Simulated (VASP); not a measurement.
# Ga2O3 (R-3c) in VASP: further runs

Runs on Ga2O3. Level: r2SCAN. Tasks: single point.

Everything below comes from runs of VASP 6.6.1. Logs are shortened: lines on timing, memory, paths and dates and some standing lists are left out, and cuts for length are marked.

## (1) The cell of the first run

Symmetry: R-3c, No. 167, trigonal system. The conventional cell has a = 4.985 Å, b = 4.985 Å, c = 13.441 Å, α = 90.00°, β = 90.00°, γ = 120.00°. Within 2.6 Å of Ga (site symmetry 3) lie 6 O at 1.93 to 2.07 Å. Within 3.1 Å of O (site symmetry 2) lie 4 Ga at 1.93 to 2.07 Å and 12 O at 2.62 to 3.01 Å.

## (2) Single point, r2SCAN

POSCAR

```
Ga2O3
1.0
    2.4923292972      1.4389469906      4.4802197241
   -2.4923292972      1.4389469906      4.4802197241
    0.0000000000     -2.8778939813      4.4802197241
Ga O
4 6
Direct
    0.8554231038      0.8554231038      0.8554231038
    0.6445768962      0.6445768962      0.6445768962
    0.1445768962      0.1445768962      0.1445768962
    0.3554231038      0.3554231038      0.3554231038
    0.0536155290      0.4463844710      0.7500000000
    0.7500000000      0.0536155290      0.4463844710
    0.4463844710      0.7500000000      0.0536155290
    0.9463844710      0.5536155290      0.2500000000
    0.2500000000      0.9463844710      0.5536155290
    0.5536155290      0.2500000000      0.9463844710
```

INCAR.step1

```
SYSTEM = Ga2O3
  PREC = Accurate
  ENCUT = 520
  ISMEAR = 0
  SIGMA = 0.02
  LREAL = .False.
  LASPH = .True.
  NELM = 80
  NBANDS = 55
  GGA = PE
  ALGO = Normal
  EDIFF = 1E-4
  LWAVE = .True.
  LCHARG = .False.
```

INCAR.step2

```
SYSTEM = Ga2O3
  PREC = Accurate
  ENCUT = 520
  EDIFF = 1E-7
  ISMEAR = 0
  SIGMA = 0.02
  LREAL = .False.
  LASPH = .True.
  NELM = 80
  ALGO = Normal
  ISIF = 2
  LWAVE = .False.
  LCHARG = .False.
  METAGGA = R2SCAN
  LMIXTAU = .True.
  NBANDS = 55
  ISTART = 1
```

KPOINTS

```
Automatic mesh
0
Gamma
  6 6 6
  0 0 0
```

Potentials or basis: VASP PAW PBE potentials, release 64 (Ga_d, O).

On the command line:

```sh
> cat potpaw_PBE.64/Ga_d/POTCAR potpaw_PBE.64/O/POTCAR > POTCAR
> cp INCAR.step1 INCAR
> mpirun -np 1 vasp_std > vasp.out
> cp INCAR.step2 INCAR
> mpirun -np 1 vasp_std > vasp.out
```

OUTCAR:

```text
SYSTEM = Ga2O3
   PREC = Accurate
   ENCUT = 520
   EDIFF = 1E-7
   ISMEAR = 0
   LREAL = .False.
   LASPH = .True.
   NELM = 80
   ISIF = 2
   METAGGA = R2SCAN
   ISTART = 1

 ion  position               nearest neighbor table
   1  0.855  0.855  0.855-   9 1.93   8 1.93  10 1.93   7 2.07   6 2.07   5 2.07   2 2.83
   2  0.645  0.645  0.645-  10 1.93   8 1.93   9 1.93   6 2.07   7 2.07   5 2.07   1 2.83
   3  0.145  0.145  0.145-   6 1.93   5 1.93   7 1.93  10 2.07   9 2.07   8 2.07   4 2.83
   4  0.355  0.355  0.355-   7 1.93   5 1.93   6 1.93   9 2.07  10 2.07   8 2.07   3 2.83
   5  0.054  0.446  0.750-   3 1.93   4 1.93   1 2.07   2 2.07
   6  0.750  0.054  0.446-   3 1.93   4 1.93   2 2.07   1 2.07
   7  0.446  0.750  0.054-   4 1.93   3 1.93   1 2.07   2 2.07
   8  0.946  0.554  0.250-   1 1.93   2 1.93   3 2.07   4 2.07
   9  0.250  0.946  0.554-   1 1.93   2 1.93   4 2.07   3 2.07
  10  0.554  0.250  0.946-   2 1.93   1 1.93   3 2.07   4 2.07

  LATTYP: Found a trigonal (rhomboedric) cell.
 ALAT       =     5.3249077498
 COS(alpha) =     0.5618562064

  Lattice vectors:

 A1 = (   2.4923292972,   1.4389469906,   4.4802197241)
 A2 = (  -2.4923292972,   1.4389469906,   4.4802197241)
 A3 = (   0.0000000000,  -2.8778939813,   4.4802197241)

Analysis of symmetry for initial positions (statically):
=====================================================================
 Subroutine PRICEL returns:
 Original cell was already a primitive cell.

 Routine SETGRP: Setting up the symmetry group for a
 trigonal (rhombohedral) supercell.

 Subroutine GETGRP returns: Found 12 space group operations
 (whereof  6 operations were pure point group operations)
 out of a pool of 12 trial point group operations.

The static configuration has the point symmetry S_6 .
 The point group associated with its full space group is D_3d.

Analysis of symmetry for dynamics (positions and initial velocities):
=====================================================================
 Subroutine PRICEL returns:
 Original cell was already a primitive cell.

 Routine SETGRP: Setting up the symmetry group for a
 trigonal (rhombohedral) supercell.

 Subroutine GETGRP returns: Found 12 space group operations
 (whereof  6 operations were pure point group operations)
 out of a pool of 12 trial point group operations.

The dynamic configuration has the point symmetry S_6 .
 The point group associated with its full space group is D_3d.

 Subroutine INISYM returns: Found 12 space group operations
 (whereof  6 operations are pure point group operations),
 and found     1 'primitive' translations

----------------------------------------------------------------------------------------

                                     Primitive cell

  volume of cell :      96.4053

  direct lattice vectors                    reciprocal lattice vectors
     2.492329297  1.438946991  4.480219724     0.200615545  0.115825439  0.074401113
    -2.492329297  1.438946991  4.480219724    -0.200615545  0.115825439  0.074401113
     0.000000000 -2.877893981  4.480219724     0.000000000 -0.231650878  0.074401113

  length of vectors
     5.324907750  5.324907750  5.324907750     0.243305682  0.243305682  0.243305682

  position of ions in fractional coordinates (direct lattice)
     0.855423104  0.855423104  0.855423104
     0.644576896  0.644576896  0.644576896
     0.144576896  0.144576896  0.144576896
     0.355423104  0.355423104  0.355423104
     0.053615529  0.446384471  0.750000000
     0.750000000  0.053615529  0.446384471
     0.446384471  0.750000000  0.053615529
     0.946384471  0.553615529  0.250000000
     0.250000000  0.946384471  0.553615529
     0.553615529  0.250000000  0.946384471

  ion indices of the primitive-cell ions
   primitive index   ion index
                 1           1
                 2           2
                 3           3
                 4           4
                 5           5
                 6           6
                 7           7
                 8           8
                 9           9
                10          10

----------------------------------------------------------------------------------------

 KPOINTS: Automatic mesh

Automatic generation of k-mesh.
 Grid dimensions read from file:
 generate k-points for:    6    6    6

 Generating k-lattice:

  Cartesian coordinates                     Fractional coordinates (reciprocal lattice)
     0.033435924  0.019304240  0.012400185     0.166666667  0.000000000  0.000000000
    -0.033435924  0.019304240  0.012400185     0.000000000  0.166666667  0.000000000
     0.000000000 -0.038608480  0.012400185     0.000000000  0.000000000  0.166666667

  Length of vectors
     0.040550947  0.040550947  0.040550947

  Shift w.r.t. Gamma in fractional coordinates (k-lattice)
     0.000000000  0.000000000  0.000000000

 Subroutine IBZKPT returns following result:
 ===========================================

 Found     32 irreducible k-points:

 Following reciprocal coordinates:
            Coordinates               Weight
  0.000000  0.000000  0.000000      1.000000
  0.166667  0.000000 -0.000000      6.000000
  0.333333 -0.000000  0.000000      6.000000
  0.500000  0.000000  0.000000      3.000000
  0.166667  0.166667 -0.000000      6.000000
  0.333333  0.166667  0.000000     12.000000
[... 16 lines left out ...]
  0.500000  0.500000  0.166667      6.000000
 -0.333333  0.500000  0.166667     12.000000
 [... further k-points ...]
   k-points           NKPTS =     32   k-points in BZ     NKDIM =     32   number of bands    NBANDS=     55
   number of dos      NEDOS =    301   number of ions     NIONS =     10
   total plane-waves  NPLWV =  64000
   dimension x,y,z NGX =    40 NGY =   40 NGZ =   40
   dimension x,y,z NGXF=    80 NGYF=   80 NGZF=   80
   ions per type =               4   6
   NGX,Y,Z   is equivalent  to a cutoff of  12.49, 12.49, 12.49 a.u.
   NGXF,Y,Z  is equivalent  to a cutoff of  24.98, 24.98, 24.98 a.u.
 SYSTEM =  Ga2O3
   PREC   = accura    normal or accurate (medium, high low for compatibility)
   ISTART =      1    job   : 0-new  1-cont  2-samecut
   ICHARG =      0    charge: 1-file 2-atom 10-const
   ISPIN  =      1    spin polarized calculation?
   LNONCOLLINEAR =      F non collinear calculations
   LSORBIT =      F    spin-orbit coupling
   LASPH  =      T    aspherical Exc in radial PAW
   ENCUT  =  520.0 eV  38.22 Ry    6.18 a.u.   9.90  9.90  9.90*2*pi/ulx,y,z
   NELM   =     80;   NELMIN=  2; NELMDL=  0     # of ELM steps
   EDIFF  = 0.1E-06   stopping-criterion for ELM
   LREAL  =      F    real-space projection
   EDIFFG = 0.1E-05   stopping-criterion for IOM
   NSW    =      0    number of steps for IOM
   IBRION =     -1    ionic relax: 0-MD 1-quasi-New 2-CG
   NFREE  =      0    steps in history (QN), initial steepest desc. (CG)
   ISIF   =      2    stress and relaxation
   ISYM   =      2    0-nonsym 1-usesym 2-fastsym
   POTIM  = 0.5000    time-step for ionic-motion
   TEBEG  =    0.0;   TEEND  =   0.0 temperature during run
   PSTRESS=    0.0 pullay stress
   NELECT =      88.0000    total number of electrons
   NUPDOWN=      -1.0000    fix difference up-down
   EMIN   =  10.00;   EMAX   =-10.00  energy-range for DOS
   EFERMI =   0.00;   METHOD = LEGACY
   ISMEAR =     0;   SIGMA  =   0.02  broadening in eV -4-tet -1-fermi 0-gaus
   EFERMI_NEDOS =   21; number of points for ismear=-14 and -15
   IALGO  =     38    algorithm
   IMIX   =      4    mixing-type and parameters
     AMIX     =   0.40;   BMIX     =  1.00
     AMIX_MAG =   1.60;   BMIX_MAG =  1.00
  volume/ion in A,a.u.               =       9.64        65.06
  Fermi-wavevector in a.u.,A,eV,Ry     =   1.588067  3.001011 34.313301  2.521956
  Thomas-Fermi vector in A             =   2.687128
   LORBIT       =      0    0 simple, 1 ext, 2 COOP (PROOUT), +10 PAW based schemes
   METAGGA = R2SCAN    functional components
   LHFCALC =     F    Hartree Fock is set to
   AEXX    =    0.0000 exact exchange contribution
   IVDW    =     0    specifies the selected vdW correction
   LEPSILON=     F    determine dielectric tensor
   LRPA    =     F    only Hartree local field effects (RPA)
 non-spin polarized calculation
 Gauss-broadening in eV      SIGMA  =   0.02
  energy-cutoff  :      520.00
  volume of cell :       96.41
 maximum number of plane-waves:      2610
   NGX = 19   NGY = 19   NGZ = 19

 number of electron      87.9999977 magnetization

 Free energy of the ion-electron system (eV)
  ---------------------------------------------------
  ext. energy  EPLUGINS =         0.00000000
  ---------------------------------------------------
  free energy    TOTEN  =      -102.32858909 eV

  energy without entropy =     -102.32858909  energy(sigma->0) =     -102.32858909

 E-fermi :   4.2163     XC(G=0): -13.1606

 val. band max:        4.1278033153   @ k =  -0.1667   0.1667   0.0000
 cond. band min:       7.6722514333   @ k =   0.0000   0.0000   0.0000
 fundamental gap:      3.5444481180
 Fermi energy:         4.2163435459

 k-point     1 :       0.0000    0.0000    0.0000
  band No.  band energies     occupation
      1     -15.7973      2.00000
      2     -13.8152      2.00000
      3     -13.8070      2.00000
      4     -13.8070      2.00000
      5     -13.7800      2.00000
      6     -13.7800      2.00000
[... 47 lines left out ...]
     54      16.2426      0.00000
     55      17.5026      0.00000

 k-point     2 :       0.1667    0.0000   -0.0000
  band No.  band energies     occupation
      1     -15.6732      2.00000
      2     -13.9614      2.00000
      3     -13.8247      2.00000
      4     -13.8234      2.00000
      5     -13.7803      2.00000
      6     -13.7738      2.00000
[... 47 lines left out ...]
     54      16.8644      0.00000
     55      17.3008      0.00000
[... 1216 lines left out ...]
     54      17.3224      0.00000
     55      17.4555      0.00000

 k-point    24 :      -0.3333    0.5000    0.1667
  band No.  band energies     occupation
      1     -14.7768      2.00000
      2     -14.4695      2.00000
      3     -14.1757      2.00000
      4     -14.0441      2.00000
      5     -13.8157      2.00000
      6     -13.7617      2.00000
[... 47 lines left out ...]
     54      17.1614      0.00000
     55      17.4872      0.00000

 [... further k-points ...]
[... 5 lines left out ...]
  --------------------------------------------------------------------------------------
  -------------------------------------------------------------------------------------
  Total        1.2830422      1.2830422      0.8982363     -0.0000000     -0.0000000      0.0000000
  in kB       21.3231188     21.3231188     14.9279578     -0.0000000     -0.0000000      0.0000000
  external PRESSURE =      19.1913985 kB  Pullay stress =       0.0000000 kB

 VOLUME and BASIS-vectors are now :
 -----------------------------------------------------------------------------
  energy-cutoff  :      520.00
  volume of cell :       96.41
      direct lattice vectors                 reciprocal lattice vectors
     2.492329297  1.438946991  4.480219724     0.200615545  0.115825439  0.074401113
    -2.492329297  1.438946991  4.480219724    -0.200615545  0.115825439  0.074401113
     0.000000000 -2.877893981  4.480219724     0.000000000 -0.231650878  0.074401113

 POSITION                                       TOTAL-FORCE (eV/Angst)
 -----------------------------------------------------------------------------------
      0.00000     -0.00000     11.49745         0.000000      0.000000     -0.032148
      0.00000     -0.00000      8.66354         0.000000     -0.000000      0.032148
      0.00000     -0.00000      1.94321         0.000000     -0.000000      0.032148
      0.00000     -0.00000      4.77712         0.000000      0.000000     -0.032148
     -0.97891     -1.43895      5.60027        -0.039367     -0.000000     -0.000000
      1.73562     -0.12829      5.60027         0.019684     -0.034093     -0.000000
     -0.75671      1.56723      5.60027         0.019684      0.034093     -0.000000
      0.97891      1.43895      7.84038         0.039367     -0.000000     -0.000000
     -1.73562      0.12829      7.84038        -0.019684      0.034093     -0.000000
      0.75671     -1.56723      7.84038        -0.019684     -0.034093     -0.000000
 -----------------------------------------------------------------------------------
    total drift:                                0.000000     -0.000000     -0.000000

  FREE ENERGIE OF THE ION-ELECTRON SYSTEM (eV)
  ---------------------------------------------------
  free  energy   TOTEN  =      -102.3285890872 eV

  energy  without entropy=     -102.3285890872  energy(sigma->0) =     -102.32858909
```

Run time: 22 min. Hardware: 1 thread of Intel Xeon 8259CL, shared host; peak memory 0.34 GiB.

What came out:

- Free energy: -102.3286 eV
- Pressure: 1.9 GPa
- Largest force: 0.039 eV/Å
- Band gap on the k mesh: 3.54 eV (least direct gap 3.81 eV)

Forces in eV/Å, atoms in the order of the input:
```
Ga   0.000  0.000 -0.032
Ga   0.000  0.000  0.032
Ga   0.000  0.000  0.032
Ga   0.000  0.000 -0.032
O   -0.039  0.000  0.000
O    0.020 -0.034  0.000
O    0.020  0.034  0.000
O    0.039  0.000  0.000
O   -0.020  0.034  0.000
O   -0.020 -0.034  0.000
```

Levels at points of the mesh, in eV from the valence-band top:
| k point | band 40 | band 41 | band 42 | band 43 | band 44 | band 45 | band 46 | band 47 | band 48 | band 49 |
| --- | --- | --- | --- | --- | --- | --- | --- | --- | --- | --- |
| (0.00, 0.00, 0.00) | -0.32 | -0.31 | -0.31 | -0.26 | -0.26 | 3.54 | 7.50 | 7.66 | 9.78 | 11.11 |
| (0.50, 0.00, 0.00) | -1.19 | -1.00 | -1.00 | -0.16 | -0.16 | 7.22 | 7.22 | 7.54 | 7.54 | 10.78 |
| (0.50, 0.50, 0.00) | -1.03 | -0.87 | -0.70 | -0.25 | -0.14 | 7.37 | 7.56 | 8.43 | 8.58 | 9.63 |
| (0.50, 0.50, 0.50) | -1.50 | -0.30 | -0.30 | -0.30 | -0.30 | 6.64 | 6.64 | 8.72 | 8.72 | 10.32 |

Caveat: the PAW data sets were made with another functional, which shifts forces and pressure a little. A k mesh can miss the band edges.

## (3) Single point, r2SCAN

This run uses another cell than the first one, of 9.74 Å³/atom.

POSCAR

```
Ga2O3
1.0
    2.4997250000      1.4432169000      4.5003166700
   -2.4997250000      1.4432169000      4.5003166700
    0.0000000000     -2.8864338000      4.5003166700
Ga O
4 6
Direct
    0.8559600000      0.8559600000      0.8559600000
    0.6440400000      0.6440400000      0.6440400000
    0.1440400000      0.1440400000      0.1440400000
    0.3559600000      0.3559600000      0.3559600000
    0.0526000000      0.4474000000      0.7500000000
    0.7500000000      0.0526000000      0.4474000000
    0.4474000000      0.7500000000      0.0526000000
    0.9474000000      0.5526000000      0.2500000000
    0.2500000000      0.9474000000      0.5526000000
    0.5526000000      0.2500000000      0.9474000000
```

INCAR.step1

```
PREC = Accurate
ENCUT = 520
ISMEAR = 0
SIGMA = 0.1
LREAL = F
LASPH = T
NELM = 60
NBANDS = 55
GGA = PE
ALGO = Normal
EDIFF = 1E-4
LWAVE = T
LCHARG = F
```

INCAR.step2

```
PREC = Accurate
ENCUT = 520
EDIFF = 1E-7
ISMEAR = 0
SIGMA = 0.1
LREAL = F
LASPH = T
NELM = 60
ALGO = Normal
ISIF = 2
LWAVE = F
LCHARG = T
METAGGA = R2SCAN
LMIXTAU = T
LELF = T
LVHAR = T
NBANDS = 55
ISTART = 1
```

KPOINTS

```
Automatic mesh
0
Gamma
  6 6 6
```

Potentials or basis: VASP PAW PBE potentials, release 64 (Ga_d, O).

On the command line:

```sh
> cat potpaw_PBE.64/Ga_d/POTCAR potpaw_PBE.64/O/POTCAR > POTCAR
> cp INCAR.step1 INCAR
> mpirun -np 1 vasp_std > vasp.out
> cp INCAR.step2 INCAR
> mpirun -np 1 vasp_std > vasp.out
```

Run time: 23 min. Hardware: 1 thread of Intel Xeon 8259CL, shared host; peak memory 0.33 GiB.

The run converged. Its results:

- Free energy: -102.3312 eV
- Pressure: -0.5 GPa
- Largest force: 0.117 eV/Å
- Band gap on the k mesh: 3.42 eV (least direct gap 3.67 eV)

Forces in eV/Å, atoms in the order of the input:
```
Ga   0.000  0.000 -0.117
Ga   0.000  0.000  0.117
Ga   0.000  0.000  0.117
Ga   0.000  0.000 -0.117
O    0.035  0.000  0.000
O   -0.017  0.030  0.000
O   -0.017 -0.030  0.000
O   -0.035  0.000  0.000
O    0.017 -0.030  0.000
O    0.017  0.030  0.000
```

Stress tensor (GPa, compression positive):
```
-0.12  0.00  0.00
 0.00 -0.12  0.00
 0.00  0.00 -1.35
```

Levels at points of the mesh, in eV from the valence-band top:
```
           k point  band 41  band 42  band 43  band 44  band 45  band 46  band 47  band 48
(0.00, 0.00, 0.00)    -0.30    -0.30    -0.25    -0.25     3.42     7.39     7.55     9.64
(0.50, 0.00, 0.00)    -0.99    -0.99    -0.16    -0.16     7.11     7.11     7.43     7.43
(0.50, 0.50, 0.00)    -0.86    -0.70    -0.26    -0.15     7.24     7.44     8.31     8.45
(0.50, 0.50, 0.50)    -0.29    -0.29    -0.29    -0.29     6.52     6.52     8.62     8.62
```

Caveat: the PAW data sets were made with another functional, which shifts forces and pressure a little. A k mesh can miss the band edges.
